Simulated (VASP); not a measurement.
# Zr12H (a cell with a defect) in VASP: single point with PBE

Aim: the single point of Zr12H (a cell with a defect) with PBE.

Everything below comes from runs of VASP 6.6.1. Logs are shortened: lines on timing, memory, paths and dates and some standing lists are left out, and cuts for length are marked.

## (1) The cell of the first run

The cell holds a defect, 13 atoms: a = 6.460 Å, b = 9.690 Å, c = 5.145 Å, α = 90.00°, β = 90.00°, γ = 120.00°.

## (2) Single point, PBE

The input, INCAR:

```
SYSTEM = Zr12H
ALGO = Normal
EDIFF = 1E-6
ENCUT = 520
GGA = PE
ISIF = 2
ISMEAR = 0
LASPH = .TRUE.
LCHARG = .FALSE.
LREAL = .FALSE.
LWAVE = .FALSE.
NBANDS = 84
NELM = 60
PREC = Accurate
SIGMA = 0.1
```

The input, KPOINTS:

```
k-points
0
G
  3 2 3
  0 0 0
```

The input, POSCAR:

```
Zr12H
1.0
    6.4600000000      0.0000000000      0.0000000000
   -4.8450000000      8.3917860000      0.0000000000
    0.0000000000      0.0000000000      5.1453900000
Zr H
12 1
Direct
    0.0093351102     -0.0026916797      0.0038624866
    0.1695686411      0.2249003966      0.4946313107
    0.0066407817      0.3444446748      0.0049529773
    0.1673380609      0.5569865580      0.5043823695
    0.0016117397      0.6685205033      0.0069384439
    0.1636601222      0.8843162826      0.5059231662
    0.4902561943     -0.0027422053      0.0051004880
    0.6636546873      0.2243887058      0.4956257932
    0.5026708921      0.3369921492     -0.0042818912
    0.6650852072      0.5539363134      0.4972956375
    0.5011529085      0.6658459832     -0.0009144108
    0.6610649993      0.8819576667      0.4944359903
    0.8288051383      0.1074995239      0.6269482002
```

Potentials or basis: VASP PAW PBE potentials, release 64 (Zr_sv, H).

Launch:

```console
> cat potpaw_PBE.64/Zr_sv/POTCAR potpaw_PBE.64/H/POTCAR > POTCAR
> mpirun -np 1 vasp_std > vasp.out
```

OUTCAR:

```text
SYSTEM = Zr12H
   EDIFF = 1E-6
   ENCUT = 520
   GGA = PE
   ISIF = 2
   ISMEAR = 0
   LASPH = .TRUE.
   LREAL = .FALSE.
   NELM = 60
   PREC = Accurate

 ion  position               nearest neighbor table
   1  0.009  0.997  0.004-   7 3.11   6 3.14   6 3.16   5 3.16   2 3.17  12 3.19   9 3.24   2 3.24
                            11 3.25  12 3.27   7 3.35   3 3.37
   2  0.170  0.225  0.495-  13 2.02   3 3.16   1 3.17   9 3.17   9 3.18   8 3.19  10 3.19   4 3.23
                             1 3.24   3 3.25   8 3.27   6 3.28  12 3.30
   3  0.007  0.344  0.005-   4 3.13   4 3.13  11 3.16   5 3.16   2 3.16   8 3.17   9 3.22   9 3.24
                             8 3.25   2 3.25   7 3.35   1 3.37
   4  0.167  0.557  0.504-   3 3.13   3 3.13  11 3.16   5 3.17  12 3.17   6 3.18   5 3.19  11 3.20
                             2 3.23  10 3.23  10 3.23   8 3.24
   5  0.002  0.669  0.007-   6 3.14  10 3.15   6 3.15   3 3.16   1 3.16   4 3.17   7 3.17   4 3.19
                             9 3.22  11 3.22  10 3.23  11 3.24
   6  0.164  0.884  0.506-   1 3.14   5 3.14   5 3.15   7 3.15   1 3.16   7 3.16   4 3.18  10 3.21
                            12 3.23  12 3.24   8 3.26   2 3.28
   7  0.490  0.997  0.005-   1 3.11   6 3.15   6 3.16   8 3.16  12 3.17   5 3.17   8 3.24  11 3.25
                             9 3.25  12 3.26   3 3.35   1 3.35
   8  0.664  0.224  0.496-  13 2.02   7 3.16   9 3.17   9 3.17   3 3.17  10 3.19   2 3.19   4 3.24
                             7 3.24   3 3.25   6 3.26   2 3.27  12 3.31
   9  0.503  0.337  0.996-  10 3.15  10 3.16   8 3.17   8 3.17   2 3.17   2 3.18  11 3.19   5 3.22
                             3 3.22   1 3.24   3 3.24   7 3.25
  10  0.665  0.554  0.497-   9 3.15   5 3.15   9 3.16  11 3.17  11 3.18   8 3.19  12 3.19   2 3.19
                             6 3.21   5 3.23   4 3.23   4 3.23
  11  0.501  0.666  0.999-  12 3.13   3 3.16   4 3.16  10 3.17  12 3.17  10 3.18   9 3.19   4 3.20
                             5 3.22   5 3.24   7 3.25   1 3.25
  12  0.661  0.882  0.494-  13 2.01  11 3.13  11 3.17   7 3.17   4 3.17   1 3.19  10 3.19   6 3.23
                             6 3.24   7 3.26   1 3.27   2 3.30   8 3.31
  13  0.829  0.107  0.627-  12 2.01   8 2.02   2 2.02

  LATTYP: Found a simple monoclinic cell.
 ALAT       =     6.4600000000
 B/A-ratio  =     0.7965000000
 C/A-ratio  =     1.3228756308
 COS(beta)  =    -0.1889822400

  Lattice vectors:

 A1 = (   6.4600000000,   0.0000000000,   0.0000000000)
 A2 = (   0.0000000000,   0.0000000000,   5.1453900000)
 A3 = (  -1.6150000000,  -8.3917860000,   0.0000000000)

Analysis of symmetry for initial positions (statically):
=====================================================================
 Subroutine PRICEL returns:
 Original cell was already a primitive cell.

 Routine SETGRP: Setting up the symmetry group for a
 simple monoclinic supercell.

 Subroutine GETGRP returns: Found  1 space group operations
 (whereof  1 operations were pure point group operations)
 out of a pool of  4 trial point group operations.

The static configuration has the point symmetry C_1 .

Analysis of symmetry for dynamics (positions and initial velocities):
=====================================================================
 Subroutine PRICEL returns:
 Original cell was already a primitive cell.

 Routine SETGRP: Setting up the symmetry group for a
 simple monoclinic supercell.

 Subroutine GETGRP returns: Found  1 space group operations
 (whereof  1 operations were pure point group operations)
 out of a pool of  4 trial point group operations.

The dynamic configuration has the point symmetry C_1 .

 Subroutine INISYM returns: Found  1 space group operations
 (whereof  1 operations are pure point group operations),
 and found     1 'primitive' translations

----------------------------------------------------------------------------------------

                                     Primitive cell

  volume of cell :     278.9364

  direct lattice vectors                    reciprocal lattice vectors
     6.460000000  0.000000000  0.000000000     0.154798762  0.089373108  0.000000000
    -4.845000000  8.391786000  0.000000000     0.000000000  0.119164145  0.000000000
     0.000000000  0.000000000  5.145390000     0.000000000  0.000000000  0.194348728

[... 69 lines left out ...]
|                                                                             |
|     Results are often still useful ...                                      |
|                                                                             |
 -----------------------------------------------------------------------------

 Subroutine IBZKPT returns following result:
 ===========================================

 Found     10 irreducible k-points:

 Following reciprocal coordinates:
            Coordinates               Weight
  0.000000  0.000000  0.000000      1.000000
  0.333333  0.000000  0.000000      2.000000
  0.000000  0.500000  0.000000      1.000000
  0.333333  0.500000  0.000000      2.000000
  0.000000  0.000000  0.333333      2.000000
  0.333333  0.000000  0.333333      2.000000
 -0.333333  0.000000  0.333333      2.000000
  0.000000  0.500000  0.333333      2.000000
  0.333333  0.500000  0.333333      2.000000
 -0.333333  0.500000  0.333333      2.000000
   k-points           NKPTS =     10   k-points in BZ     NKDIM =     10   number of bands    NBANDS=     84
   number of dos      NEDOS =    301   number of ions     NIONS =     13
   total plane-waves  NPLWV = 138240
   dimension x,y,z NGX =    48 NGY =   72 NGZ =   40
   dimension x,y,z NGXF=    96 NGYF=  144 NGZF=   80
   ions per type =              12   1
   NGX,Y,Z   is equivalent  to a cutoff of  12.35, 12.35, 12.92 a.u.
   NGXF,Y,Z  is equivalent  to a cutoff of  24.71, 24.71, 25.85 a.u.
 SYSTEM =  Zr12H
   PREC   = accura    normal or accurate (medium, high low for compatibility)
   ISTART =      0    job   : 0-new  1-cont  2-samecut
   ICHARG =      2    charge: 1-file 2-atom 10-const
   ISPIN  =      1    spin polarized calculation?
   LNONCOLLINEAR =      F non collinear calculations
   LSORBIT =      F    spin-orbit coupling
   LASPH  =      T    aspherical Exc in radial PAW
   ENCUT  =  520.0 eV  38.22 Ry    6.18 a.u.  12.01 18.02  9.57*2*pi/ulx,y,z
   NELM   =     60;   NELMIN=  2; NELMDL= -5     # of ELM steps
   EDIFF  = 0.1E-05   stopping-criterion for ELM
   LREAL  =      F    real-space projection
   EDIFFG = 0.1E-04   stopping-criterion for IOM
   NSW    =      0    number of steps for IOM
   IBRION =     -1    ionic relax: 0-MD 1-quasi-New 2-CG
   NFREE  =      0    steps in history (QN), initial steepest desc. (CG)
   ISIF   =      2    stress and relaxation
   ISYM   =      2    0-nonsym 1-usesym 2-fastsym
   POTIM  = 0.5000    time-step for ionic-motion
   TEBEG  =    0.0;   TEEND  =   0.0 temperature during run
   PSTRESS=    0.0 pullay stress
   NELECT =     145.0000    total number of electrons
   NUPDOWN=      -1.0000    fix difference up-down
   EMIN   =  10.00;   EMAX   =-10.00  energy-range for DOS
   EFERMI =   0.00;   METHOD = LEGACY
   ISMEAR =     0;   SIGMA  =   0.10  broadening in eV -4-tet -1-fermi 0-gaus
   EFERMI_NEDOS =   21; number of points for ismear=-14 and -15
   IALGO  =     38    algorithm
   IMIX   =      4    mixing-type and parameters
     AMIX     =   0.40;   BMIX     =  1.00
     AMIX_MAG =   1.60;   BMIX_MAG =  1.00
  volume/ion in A,a.u.               =      21.46       144.80
  Fermi-wavevector in a.u.,A,eV,Ry     =   1.316323  2.487490 23.574895  1.732706
  Thomas-Fermi vector in A             =   2.446443
   LORBIT       =      0    0 simple, 1 ext, 2 COOP (PROOUT), +10 PAW based schemes
   GGA     = PE    functional components
   LHFCALC =     F    Hartree Fock is set to
   AEXX    =    0.0000 exact exchange contribution
   IVDW    =     0    specifies the selected vdW correction
   LEPSILON=     F    determine dielectric tensor
   LRPA    =     F    only Hartree local field effects (RPA)
 non-spin polarized calculation
 Gauss-broadening in eV      SIGMA  =   0.10
  energy-cutoff  :      520.00
  volume of cell :      278.94
 maximum number of plane-waves:      7545
   NGX = 25   NGY = 37   NGZ = 19

 number of electron     145.0000001 magnetization

 Free energy of the ion-electron system (eV)
  ---------------------------------------------------
  ext. energy  EPLUGINS =         0.00000000
  ---------------------------------------------------
  free energy    TOTEN  =      -105.49692722 eV

  energy without entropy =     -105.38957791  energy(sigma->0) =     -105.44325257

 E-fermi :   9.0390     XC(G=0): -11.1290

 val. band max:        9.0366814862   @ k =   0.3333   0.5000   0.3333
 cond. band min:       9.0611061600   @ k =   0.3333   0.0000   0.3333
 fundamental gap:      0.0244246738
 Fermi energy:         9.0390341188

 k-point     1 :       0.0000    0.0000    0.0000
  band No.  band energies     occupation
      1     -39.7777      2.00000
      2     -39.7031      2.00000
      3     -39.6867      2.00000
      4     -39.6494      2.00000
      5     -39.6234      2.00000
      6     -39.6097      2.00000
[... 859 lines left out ...]
     83       9.7142      0.00000
     84      10.0938      0.00000

------------------------ aborting loop because EDIFF is reached ----------------------------------------

  FORCE on cell =-STRESS in cart. coord.  units (eV):
  Direction    XX          YY          ZZ          XY          YZ          ZX
  --------------------------------------------------------------------------------------
  -------------------------------------------------------------------------------------
  Total        3.1101847      4.2522372      3.7190958     -0.0586738     -0.0223935      0.0376149
  in kB       17.8645280     24.4243407     21.3620401     -0.3370154     -0.1286258      0.2160556
  external PRESSURE =      21.2169696 kB  Pullay stress =       0.0000000 kB

 VOLUME and BASIS-vectors are now :
 -----------------------------------------------------------------------------
  energy-cutoff  :      520.00
  volume of cell :      278.94
      direct lattice vectors                 reciprocal lattice vectors
     6.460000000  0.000000000  0.000000000     0.154798762  0.089373108  0.000000000
    -4.845000000  8.391786000  0.000000000     0.000000000  0.119164145  0.000000000
     0.000000000  0.000000000  5.145390000     0.000000000  0.000000000  0.194348728

 POSITION                                       TOTAL-FORCE (eV/Angst)
 -----------------------------------------------------------------------------------
     -4.77165      8.36920      0.01987        -0.010541      0.005683     -0.028744
      0.00577      1.88732      2.54507        -0.007932     -0.014586     -0.069201
     -1.62593      2.89051      0.02548         0.007822     -0.008683     -0.024219
     -1.61760      4.67411      2.59524         0.013739      0.007988     -0.024880
     -3.22857      5.61008      0.03570        -0.015432     -0.001817     -0.013894
     -3.22727      7.42099      2.60317        -0.000923      0.000962     -0.013015
     -1.66466      8.36877      0.02624        -0.009585     -0.008018     -0.010265
      3.20005      1.88302      2.55019        -0.005256      0.001597     -0.074460
      1.61453      2.82797      5.12336         0.008025     -0.006437     -0.071297
      1.61263      4.64851      2.55878        -0.003177     -0.007124     -0.065731
      0.01142      5.58764      5.14068        -0.008001      0.009164     -0.045444
     -0.00260      7.40120      2.54407         0.017573      0.000174     -0.064660
      4.83325      0.90211      3.22589         0.013686      0.021097      0.505810
 -----------------------------------------------------------------------------------
    total drift:                                0.000022     -0.000141      0.000179

  FREE ENERGIE OF THE ION-ELECTRON SYSTEM (eV)
  ---------------------------------------------------
  free  energy   TOTEN  =      -105.4969272227 eV

  energy  without entropy=     -105.3895779082  energy(sigma->0) =     -105.44325257
```

Run time: 3.9 min. Hardware: 1 thread of Intel Xeon Platinum 8488C (Sapphire Rapids), shared host; peak memory 0.42 GiB.

What came out:

* Free energy: -105.4969 eV
* Pressure: 2.1 GPa
* Largest force: 0.506 eV/Å
* Band gap on the k mesh: zero (an odd number of electrons rules out a gap without spin polarisation)

Forces in eV/Å, atoms in the order of the input:
```
Zr  -0.011  0.006 -0.029
Zr  -0.008 -0.015 -0.069
Zr   0.008 -0.009 -0.024
Zr   0.014  0.008 -0.025
Zr  -0.015 -0.002 -0.014
Zr  -0.001  0.001 -0.013
Zr  -0.010 -0.008 -0.010
Zr  -0.005  0.002 -0.074
Zr   0.008 -0.006 -0.071
Zr  -0.003 -0.007 -0.066
Zr  -0.008  0.009 -0.045
Zr   0.018  0.000 -0.065
H    0.014  0.021  0.506
```

Levels at points of the mesh, in eV from the Fermi level:
```tsv
k point	band 69	band 70	band 71	band 72	band 73	band 74	band 75	band 76
(0.00, 0.00, 0.00)	-0.43	-0.27	0.10	0.35	0.45	0.53	0.75	0.77
(0.00, 0.50, 0.00)	-0.22	-0.09	-0.02	-0.01	0.10	0.37	0.50	0.55
```

Caveat: the k points lie up to 0.41 Å⁻¹ apart, too coarse for converged energies and pressures of a metal.

The gap in the log of VASP goes by the Fermi energy; the results here count the filled bands.